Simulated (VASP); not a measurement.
# TiC (Fm-3m) in VASP: single point with PBE

Aim: the single point of TiC with PBE.

Everything below comes from runs of VASP 6.6.1. Logs are shortened: lines on timing, memory, paths and dates and some standing lists are left out, and cuts for length are marked.

### 1 The cell of the first run

Symmetry: Fm-3m, No. 225, cubic system. The conventional cell has a = 4.328 Å, b = 4.328 Å, c = 4.328 Å, α = 90.00°, β = 90.00°, γ = 90.00°. Within 2.9 Å of Ti (site symmetry m-3m) lie 6 C at 2.16 Å. C (site symmetry m-3m) has 6 Ti at 2.16 Å within 2.9 Å.

### 2 Single point, PBE

File INCAR:

```
PREC = Accurate
ENCUT = 520
EDIFF = 1E-7
ISMEAR = -1
SIGMA = 0.1551
LREAL = Auto
LASPH = T
NELM = 60
ALGO = Normal
ISIF = 2
LWAVE = F
LCHARG = F
GGA = PE
ISYM = 0
NBANDS = 78
```

File KPOINTS:

```
Automatic mesh
0
Gamma
  2 2 2
  0.5 0.5 0.5
```

File POSCAR:

```
TiC
1.0
   -4.3280000000      4.3280000000      0.0000000000
   -4.3280000000      0.0000000000      4.3280000000
    0.0000000000      4.3280000000      4.3280000000
Ti C
8 8
Direct
    0.0000000000      0.0000000000      0.0000000000
    0.5000000000      0.0000000000      0.0000000000
    0.0000000000      0.5000000000      0.0000000000
    0.0000000000      0.0000000000      0.5000000000
    0.5000000000      0.5000000000      0.0000000000
    0.5000000000      0.0000000000      0.5000000000
    0.0000000000      0.5000000000      0.5000000000
    0.5000000000      0.5000000000      0.5000000000
    0.7500000000      0.7500000000      0.7500000000
    0.2500000000      0.7500000000      0.7500000000
    0.7500000000      0.2500000000      0.7500000000
    0.7500000000      0.7500000000      0.2500000000
    0.2500000000      0.2500000000      0.7500000000
    0.2500000000      0.7500000000      0.2500000000
    0.7500000000      0.2500000000      0.2500000000
    0.2500000000      0.2500000000      0.2500000000
```

Potentials or basis: VASP PAW PBE potentials, release 64 (Ti_sv, C).

Started as:

```sh
$ cat potpaw_PBE.64/Ti_sv/POTCAR potpaw_PBE.64/C/POTCAR > POTCAR
$ mpirun -np 1 vasp_std > vasp.out
```

OUTCAR:

```text
PREC = Accurate
   ENCUT = 520
   EDIFF = 1E-7
   ISMEAR = -1
   LREAL = Auto
   LASPH = T
   NELM = 60
   ISIF = 2
   GGA = PE
   ISYM = 0

 ion  position               nearest neighbor table
   1  0.000  0.000  0.000-  10 2.16  11 2.16  12 2.16  13 2.16  14 2.16  15 2.16
   2  0.500  0.000  0.000-   9 2.16  11 2.16  12 2.16  13 2.16  14 2.16  16 2.16
   3  0.000  0.500  0.000-   9 2.16  10 2.16  12 2.16  13 2.16  15 2.16  16 2.16
   4  0.000  0.000  0.500-   9 2.16  10 2.16  11 2.16  14 2.16  15 2.16  16 2.16
   5  0.500  0.500  0.000-   9 2.16  10 2.16  11 2.16  14 2.16  15 2.16  16 2.16
   6  0.500  0.000  0.500-   9 2.16  10 2.16  12 2.16  13 2.16  15 2.16  16 2.16
[... 8 lines left out ...]
  15  0.750  0.250  0.250-   1 2.16   3 2.16   4 2.16   5 2.16   6 2.16   8 2.16
  16  0.250  0.250  0.250-   2 2.16   3 2.16   4 2.16   5 2.16   6 2.16   7 2.16

IMPORTANT INFORMATION: All symmetrisations will be switched off!
NOSYMM: (Re-)initialisation of all symmetry stuff for point group C_1.

----------------------------------------------------------------------------------------

                                     Primitive cell

  volume of cell :     162.1406

  direct lattice vectors                    reciprocal lattice vectors
    -4.328000000  4.328000000  0.000000000    -0.115526802  0.115526802 -0.115526802
    -4.328000000  0.000000000  4.328000000    -0.115526802 -0.115526802  0.115526802
     0.000000000  4.328000000  4.328000000     0.115526802  0.115526802  0.115526802

  length of vectors
     6.120716298  6.120716298  6.120716298     0.200098291  0.200098291  0.200098291

  position of ions in fractional coordinates (direct lattice)
     0.000000000  0.000000000  0.000000000
     0.500000000  0.000000000  0.000000000
     0.000000000  0.500000000  0.000000000
     0.000000000  0.000000000  0.500000000
     0.500000000  0.500000000  0.000000000
     0.500000000  0.000000000  0.500000000
[... 8 lines left out ...]
     0.750000000  0.250000000  0.250000000
     0.250000000  0.250000000  0.250000000

  ion indices of the primitive-cell ions
   primitive index   ion index
                 1           1
                 2           2
                 3           3
                 4           4
                 5           5
                 6           6
[... 8 lines left out ...]
                15          15
                16          16

----------------------------------------------------------------------------------------

 KPOINTS: Automatic mesh

Automatic generation of k-mesh.
 Grid dimensions read from file:
 generate k-points for:    2    2    2

 Generating k-lattice:

  Cartesian coordinates                     Fractional coordinates (reciprocal lattice)
    -0.057763401  0.057763401 -0.057763401     0.500000000  0.000000000  0.000000000
    -0.057763401 -0.057763401  0.057763401     0.000000000  0.500000000  0.000000000
     0.057763401  0.057763401  0.057763401     0.000000000  0.000000000  0.500000000

  Length of vectors
     0.100049146  0.100049146  0.100049146

  Shift w.r.t. Gamma in fractional coordinates (k-lattice)
     0.500000000  0.500000000  0.500000000

 Subroutine IBZKPT returns following result:
 ===========================================

 Found     16 irreducible k-points:

 Following reciprocal coordinates:
            Coordinates               Weight
  0.250000  0.250000  0.250000      2.000000
  0.250000  0.000000  0.000000      2.000000
  0.000000  0.000000 -0.250000      2.000000
  0.000000  0.250000  0.000000      2.000000
 -0.250000  0.250000  0.250000      2.000000
  0.250000 -0.250000  0.250000      2.000000
[... 8 lines left out ...]
  0.000000  0.250000  0.500000      2.000000
  0.500000  0.250000  0.000000      2.000000
   k-points           NKPTS =     16   k-points in BZ     NKDIM =     16   number of bands    NBANDS=     78
   number of dos      NEDOS =    301   number of ions     NIONS =     16
   total plane-waves  NPLWV = 110592
   dimension x,y,z NGX =    48 NGY =   48 NGZ =   48
   dimension x,y,z NGXF=    96 NGYF=   96 NGZF=   96
   ions per type =               8   8
   NGX,Y,Z   is equivalent  to a cutoff of  13.04, 13.04, 13.04 a.u.
   NGXF,Y,Z  is equivalent  to a cutoff of  26.07, 26.07, 26.07 a.u.
 SYSTEM =  unknown system
   PREC   = accura    normal or accurate (medium, high low for compatibility)
   ISTART =      0    job   : 0-new  1-cont  2-samecut
   ICHARG =      2    charge: 1-file 2-atom 10-const
   ISPIN  =      1    spin polarized calculation?
   LNONCOLLINEAR =      F non collinear calculations
   LSORBIT =      F    spin-orbit coupling
   LASPH  =      T    aspherical Exc in radial PAW
   ENCUT  =  520.0 eV  38.22 Ry    6.18 a.u.  11.38 11.38 11.38*2*pi/ulx,y,z
   NELM   =     60;   NELMIN=  2; NELMDL= -5     # of ELM steps
   EDIFF  = 0.1E-06   stopping-criterion for ELM
   LREAL  =      T    real-space projection
   EDIFFG = 0.1E-05   stopping-criterion for IOM
   NSW    =      0    number of steps for IOM
   IBRION =     -1    ionic relax: 0-MD 1-quasi-New 2-CG
   NFREE  =      0    steps in history (QN), initial steepest desc. (CG)
   ISIF   =      2    stress and relaxation
   ISYM   =      0    0-nonsym 1-usesym 2-fastsym
   POTIM  = 0.5000    time-step for ionic-motion
   TEBEG  =    0.0;   TEEND  =   0.0 temperature during run
   PSTRESS=    0.0 pullay stress
   NELECT =     128.0000    total number of electrons
   NUPDOWN=      -1.0000    fix difference up-down
   EMIN   =  10.00;   EMAX   =-10.00  energy-range for DOS
   EFERMI =   0.00;   METHOD = LEGACY
   ISMEAR =    -1;   SIGMA  =   0.16  broadening in eV -4-tet -1-fermi 0-gaus
   EFERMI_NEDOS =   21; number of points for ismear=-14 and -15
   IALGO  =     38    algorithm
   IMIX   =      4    mixing-type and parameters
     AMIX     =   0.40;   BMIX     =  1.00
     AMIX_MAG =   1.60;   BMIX_MAG =  1.00
  volume/ion in A,a.u.               =      10.13        68.39
  Fermi-wavevector in a.u.,A,eV,Ry     =   1.513030  2.859212 31.147275  2.289260
  Thomas-Fermi vector in A             =   2.622876
   LORBIT       =      0    0 simple, 1 ext, 2 COOP (PROOUT), +10 PAW based schemes
   GGA     = PE    functional components
   LHFCALC =     F    Hartree Fock is set to
   AEXX    =    0.0000 exact exchange contribution
   IVDW    =     0    specifies the selected vdW correction
   LEPSILON=     F    determine dielectric tensor
   LRPA    =     F    only Hartree local field effects (RPA)
 non-spin polarized calculation
  energy-cutoff  :      520.00
  volume of cell :      162.14
 maximum number of plane-waves:      4370
 NGX is ok and might be reduce to    48
   NGX = 23   NGY = 23   NGZ = 23

 number of electron     128.0000005 magnetization

 Free energy of the ion-electron system (eV)
  ---------------------------------------------------
  ext. energy  EPLUGINS =         0.00000000
  ---------------------------------------------------
  free energy    TOTEN  =      -149.54559882 eV

  energy without entropy =     -149.35061907  energy(sigma->0) =     -149.44810894

 E-fermi :   9.4377     XC(G=0): -12.7087

 val. band max:        9.1606043180   @ k =   0.2500   0.0000   0.0000
 cond. band min:       9.8837854555   @ k =   0.2500   0.0000   0.0000
 fundamental gap:      0.7231811375
 Fermi energy:         9.4377248475

 k-point     1 :       0.2500    0.2500    0.2500
  band No.  band energies     occupation
      1     -47.1232      2.00000
      2     -47.0711      2.00000
      3     -47.0567      2.00000
      4     -47.0567      2.00000
      5     -47.0567      2.00000
      6     -47.0395      2.00000
[... 68 lines left out ...]
     75      11.9997      0.00000
     76      12.4413      0.00000

 k-point     2 :       0.2500    0.0000    0.0000
  band No.  band energies     occupation
      1     -47.1232      2.00000
      2     -47.0711      2.00000
      3     -47.0567      2.00000
      4     -47.0567      2.00000
      5     -47.0567      2.00000
      6     -47.0395      2.00000
[... 68 lines left out ...]
     75      11.9997      0.00000
     76      12.4413      0.00000

 k-point     3 :       0.0000    0.0000   -0.2500
  band No.  band energies     occupation
      1     -47.1232      2.00000
      2     -47.0711      2.00000
      3     -47.0567      2.00000
      4     -47.0567      2.00000
      5     -47.0567      2.00000
      6     -47.0395      2.00000
[... 1016 lines left out ...]
     75      12.2199      0.00000
     76      12.2573      0.00000

 k-point    16 :       0.5000    0.2500    0.0000
  band No.  band energies     occupation
      1     -47.0987      2.00000
      2     -47.0814      2.00000
      3     -47.0641      2.00000
      4     -47.0568      2.00000
      5     -47.0568      2.00000
      6     -47.0466      2.00000
[... 68 lines left out ...]
     75      12.2199      0.00000
     76      12.2573      0.00000
 [bands above 76 left out]

------------------------ aborting loop because EDIFF is reached ----------------------------------------

  FORCE on cell =-STRESS in cart. coord.  units (eV):
  Direction    XX          YY          ZZ          XY          YZ          ZX
  --------------------------------------------------------------------------------------
  -------------------------------------------------------------------------------------
  Total        1.2453040      1.2453265      1.2453341     -0.0000041      0.0000123     -0.0000025
  in kB       12.3053572     12.3055789     12.3056540     -0.0000402      0.0001213     -0.0000250
  external PRESSURE =      12.3055300 kB  Pullay stress =       0.0000000 kB

 VOLUME and BASIS-vectors are now :
 -----------------------------------------------------------------------------
  energy-cutoff  :      520.00
  volume of cell :      162.14
      direct lattice vectors                 reciprocal lattice vectors
    -4.328000000  4.328000000  0.000000000    -0.115526802  0.115526802 -0.115526802
    -4.328000000  0.000000000  4.328000000    -0.115526802 -0.115526802  0.115526802
     0.000000000  4.328000000  4.328000000     0.115526802  0.115526802  0.115526802

 POSITION                                       TOTAL-FORCE (eV/Angst)
 -----------------------------------------------------------------------------------
      0.00000      0.00000      0.00000         0.000008      0.000002      0.000005
     -2.16400      2.16400      0.00000        -0.000002      0.000002     -0.000002
     -2.16400      0.00000      2.16400         0.000002      0.000005     -0.000004
      0.00000      2.16400      2.16400        -0.000026     -0.000005     -0.000003
     -4.32800      2.16400      2.16400         0.000010      0.000007     -0.000018
     -2.16400      4.32800      2.16400        -0.000013     -0.000006      0.000010
[... 8 lines left out ...]
     -4.32800      4.32800      2.16400        -0.000002     -0.000000      0.000007
     -2.16400      2.16400      2.16400        -0.000001     -0.000000     -0.000009
 -----------------------------------------------------------------------------------
    total drift:                               -0.000012     -0.000020      0.000001

  FREE ENERGIE OF THE ION-ELECTRON SYSTEM (eV)
  ---------------------------------------------------
  free  energy   TOTEN  =      -149.5455988218 eV

  energy  without entropy=     -149.3506190655  energy(sigma->0) =     -149.44810894
```

Wall time 6.4 min (1 thread of Intel Xeon Platinum 8488C (Sapphire Rapids), shared host); peak memory 0.37 GiB.

Results:

```
Free energy            : -149.5456 eV
Pressure               : 1.2 GPa
Band gap on the k mesh : 0.72 eV
```

Levels at points of the mesh, in eV from the valence-band top:
```tsv
k point	band 60	band 61	band 62	band 63	band 64	band 65	band 66	band 67	band 68	band 69
(0.25, 0.25, 0.25)	-0.50	-0.50	-0.35	0.00	0.00	0.72	0.72	0.72	1.40	1.40
```

Caveat: the k points lie up to 0.63 Å⁻¹ apart; a shifted mesh leaves out Γ, where band edges can lie. A k mesh can miss the band edges.
